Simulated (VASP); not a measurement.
# BAs (F-43m) in VASP: a series of runs, part 2 of 3

VASP 6.6.1. Earlier steps stand in the parts before.

## Step 3: Electric field gradients, LDA

INCAR reads:

```
ALGO = Normal
EDIFF = 1E-8
ENCUT = 520
ISIF = 2
ISMEAR = -1
LASPH = T
LCHARG = F
LEFG = T
LREAL = F
LWAVE = F
NBANDS = 11
NELM = 100
PREC = Accurate
SIGMA = 0.01
```

KPOINTS reads:

```
k-points
0
Gamma
  6 6 6
```

POSCAR reads:

```
BAs
1.0
    0.0000000000      2.4096270000      2.4096270000
    2.4096270000      0.0000000000      2.4096270000
    2.4096270000      2.4096270000      0.0000000000
B As
1 1
Direct
    0.7500000000      0.7500000000      0.7500000000
    0.0000000000      0.0000000000      0.0000000000
```

Potentials or basis: VASP PAW LDA potentials, release 64 (B, As).

On the command line:

```sh
> cat potpaw_LDA.64/B/POTCAR potpaw_LDA.64/As/POTCAR > POTCAR
> mpirun -np 1 vasp_std > vasp.out
```

OUTCAR:

```text
EDIFF = 1E-8
   ENCUT = 520
   ISIF = 2
   ISMEAR = -1
   LASPH = T
   LREAL = F
   NELM = 100
   PREC = Accurate

 ion  position               nearest neighbor table
   1  0.750  0.750  0.750-   2 2.09   2 2.09   2 2.09   2 2.09
   2  0.000  0.000  0.000-   1 2.09   1 2.09   1 2.09   1 2.09

  LATTYP: Found a face centered cubic cell.
 ALAT       =     4.8192540000

  Lattice vectors:

 A1 = (   0.0000000000,   2.4096270000,   2.4096270000)
 A2 = (   2.4096270000,   0.0000000000,   2.4096270000)
 A3 = (   2.4096270000,   2.4096270000,   0.0000000000)

Analysis of symmetry for initial positions (statically):
=====================================================================
 Subroutine PRICEL returns:
 Original cell was already a primitive cell.

 Routine SETGRP: Setting up the symmetry group for a
 face centered cubic supercell.

 Subroutine GETGRP returns: Found 24 space group operations
 (whereof 24 operations were pure point group operations)
 out of a pool of 48 trial point group operations.

The static configuration has the point symmetry T_d .

Analysis of symmetry for dynamics (positions and initial velocities):
=====================================================================
 Subroutine PRICEL returns:
 Original cell was already a primitive cell.

 Routine SETGRP: Setting up the symmetry group for a
 face centered cubic supercell.

 Subroutine GETGRP returns: Found 24 space group operations
 (whereof 24 operations were pure point group operations)
 out of a pool of 48 trial point group operations.

The dynamic configuration has the point symmetry T_d .

 Subroutine INISYM returns: Found 24 space group operations
 (whereof 24 operations are pure point group operations),
 and found     1 'primitive' translations

----------------------------------------------------------------------------------------

                                     Primitive cell

  volume of cell :      27.9820

  direct lattice vectors                    reciprocal lattice vectors
     0.000000000  2.409627000  2.409627000    -0.207500995  0.207500995  0.207500995
     2.409627000  0.000000000  2.409627000     0.207500995 -0.207500995  0.207500995
     2.409627000  2.409627000  0.000000000     0.207500995  0.207500995 -0.207500995

  length of vectors
     3.407727184  3.407727184  3.407727184     0.359402266  0.359402266  0.359402266

  position of ions in fractional coordinates (direct lattice)
     0.750000000  0.750000000  0.750000000
     0.000000000  0.000000000  0.000000000

  ion indices of the primitive-cell ions
   primitive index   ion index
                 1           1
                 2           2

----------------------------------------------------------------------------------------

 KPOINTS: k-points

Automatic generation of k-mesh.
[... 69 lines left out ...]
   NUPDOWN=      -1.0000    fix difference up-down
   EMIN   =  10.00;   EMAX   =-10.00  energy-range for DOS
   EFERMI =   0.00;   METHOD = LEGACY
   ISMEAR =    -1;   SIGMA  =   0.01  broadening in eV -4-tet -1-fermi 0-gaus
   EFERMI_NEDOS =   21; number of points for ismear=-14 and -15
   IALGO  =     38    algorithm
   IMIX   =      4    mixing-type and parameters
     AMIX     =   0.40;   BMIX     =  1.00
     AMIX_MAG =   1.60;   BMIX_MAG =  1.00
  volume/ion in A,a.u.               =      13.99        94.42
  Fermi-wavevector in a.u.,A,eV,Ry     =   1.078479  2.038030 15.825165  1.163117
  Thomas-Fermi vector in A             =   2.214419
   LORBIT       =      0    0 simple, 1 ext, 2 COOP (PROOUT), +10 PAW based schemes
   GGA     = CA    functional components
   LHFCALC =     F    Hartree Fock is set to
   AEXX    =    0.0000 exact exchange contribution
   IVDW    =     0    specifies the selected vdW correction
   LEPSILON=     F    determine dielectric tensor
   LRPA    =     F    only Hartree local field effects (RPA)
 non-spin polarized calculation
  energy-cutoff  :      520.00
  volume of cell :       27.98
 maximum number of plane-waves:       769
 NGX is ok and might be reduce to    28
   NGX = 13   NGY = 13   NGZ = 13

 number of electron       8.0000000 magnetization

 Free energy of the ion-electron system (eV)
  ---------------------------------------------------
  ext. energy  EPLUGINS =         0.00000000
  ---------------------------------------------------
  free energy    TOTEN  =       -12.88041365 eV

  energy without entropy =      -12.88041365  energy(sigma->0) =      -12.88041365

 E-fermi :   6.1243     XC(G=0): -10.6725

 val. band max:        5.8682356705   @ k =   0.0000   0.0000   0.0000
 cond. band min:       7.1073705394   @ k =   0.3333   0.3333   0.0000
 fundamental gap:      1.2391348689
 Fermi energy:         6.1243498709

 k-point     1 :       0.0000    0.0000    0.0000
  band No.  band energies     occupation
      1      -9.2741      2.00000
      2       5.8682      2.00000
      3       5.8682      2.00000
      4       5.8682      2.00000
      5       9.0814      0.00000
      6       9.0814      0.00000
      7       9.0814      0.00000
      8      10.2264      0.00000
      9      15.0897      0.00000
     10      18.7881      0.00000
     11      18.7881      0.00000
[... 197 lines left out ...]
 k-point    16 :      -0.3333    0.5000    0.1667
  band No.  band energies     occupation
      1      -5.1635      2.00000
      2      -2.0939      2.00000
      3       0.8471      2.00000
      4       1.0378      2.00000
      5       9.5913      0.00000
      6       9.7158      0.00000
      7      14.2940      0.00000
      8      14.4823      0.00000
      9      17.7974      0.00000
     10      21.0735      0.00000
     11      21.4149      0.00000

------------------------ aborting loop because EDIFF is reached ----------------------------------------

  FORCE on cell =-STRESS in cart. coord.  units (eV):
  Direction    XX          YY          ZZ          XY          YZ          ZX
  --------------------------------------------------------------------------------------
  -------------------------------------------------------------------------------------
  Total       -1.1230828     -1.1230828     -1.1230828      0.0000000      0.0000000     -0.0000000
  in kB      -64.3047256    -64.3047256    -64.3047256      0.0000000      0.0000000     -0.0000000
  external PRESSURE =     -64.3047256 kB  Pullay stress =       0.0000000 kB

 VOLUME and BASIS-vectors are now :
 -----------------------------------------------------------------------------
  energy-cutoff  :      520.00
  volume of cell :       27.98
      direct lattice vectors                 reciprocal lattice vectors
     0.000000000  2.409627000  2.409627000    -0.207500995  0.207500995  0.207500995
     2.409627000  0.000000000  2.409627000     0.207500995 -0.207500995  0.207500995
     2.409627000  2.409627000  0.000000000     0.207500995  0.207500995 -0.207500995

 POSITION                                       TOTAL-FORCE (eV/Angst)
 -----------------------------------------------------------------------------------
      3.61444      3.61444      3.61444        -0.000000     -0.000000      0.000000
      0.00000      0.00000      0.00000         0.000000      0.000000     -0.000000
 -----------------------------------------------------------------------------------
    total drift:                               -0.000000     -0.000000     -0.000000

  FREE ENERGIE OF THE ION-ELECTRON SYSTEM (eV)
  ---------------------------------------------------
  free  energy   TOTEN  =       -12.8804136505 eV

  energy  without entropy=      -12.8804136505  energy(sigma->0) =      -12.88041365

 Electric field gradients (V/A^2)
---------------------------------------------------------------------
 ion       V_xx      V_yy      V_zz      V_xy      V_xz      V_yz
---------------------------------------------------------------------
   1      -0.000    -0.000    -0.000    -0.000    -0.000    -0.000
   2       0.000     0.000    -0.000     0.000     0.000     0.000
---------------------------------------------------------------------

 Electric field gradients after diagonalization (V/A^2)
 (convention: |V_zz| > |V_xx| > |V_yy|)
----------------------------------------------------------------------
 ion       V_xx      V_yy      V_zz     asymmetry (V_yy - V_xx)/ V_zz
----------------------------------------------------------------------
   1       0.000     0.000    -0.000       0.000
   2      -0.000    -0.000     0.000       0.000
----------------------------------------------------------------------

           NMR quadrupolar parameters

 Cq : quadrupolar parameter    Cq=e*Q*V_zz/h
 eta: asymmetry parameters     (V_yy - V_xx)/ V_zz
 Q  : nuclear electric quadrupole moment in mb (millibarn)
----------------------------------------------------------------------
 ion       Cq(MHz)       eta       Q (mb)
----------------------------------------------------------------------
   1      -0.000       0.000       1.000
   2       0.000       0.000       1.000
----------------------------------------------------------------------
```

stdout:

```text
POSCAR found type information on POSCAR B As
 POSCAR found :  2 types and       2 ions
 scaLAPACK will be used
 LDA part: xc-table for (Slater(with rela. corr.)+CA(PZ))
 , standard interpolation
 POSCAR, INCAR and KPOINTS ok, starting setup
 FFT: planning ... GRIDC
 FFT: planning ... GRID_SOFT
 FFT: planning ... GRID
 WAVECAR not read
 entering main loop
ion   1

ion   2
```

Run time: 9.6 s. Hardware: 1 thread of AMD EPYC 7R43 (Zen 3), shared host; peak memory 0.11 GiB.

Results:

* Free energy: -12.8804 eV
* Pressure: -6.4 GPa
* Band gap on the k mesh: 1.24 eV, indirect (least direct gap 3.21 eV)

Levels at points of the mesh, in eV from the valence-band top:
```csv
k point,band 2,band 3,band 4,band 5,band 6,band 7
"(0.00, 0.00, 0.00)",0.00,0.00,0.00,3.21,3.21,3.21
"(0.50, 0.00, 0.00)",-8.57,-1.77,-1.77,2.53,4.71,4.71
"(0.50, 0.50, 0.00)",-8.28,-3.97,-3.97,1.36,1.44,10.98
```

Caveat: without QUAD_EFG the Cq values of the log hold for a quadrupole moment of 1 mb, not for the nuclei. A k mesh can miss the band edges.

[end of part 2 of 3]
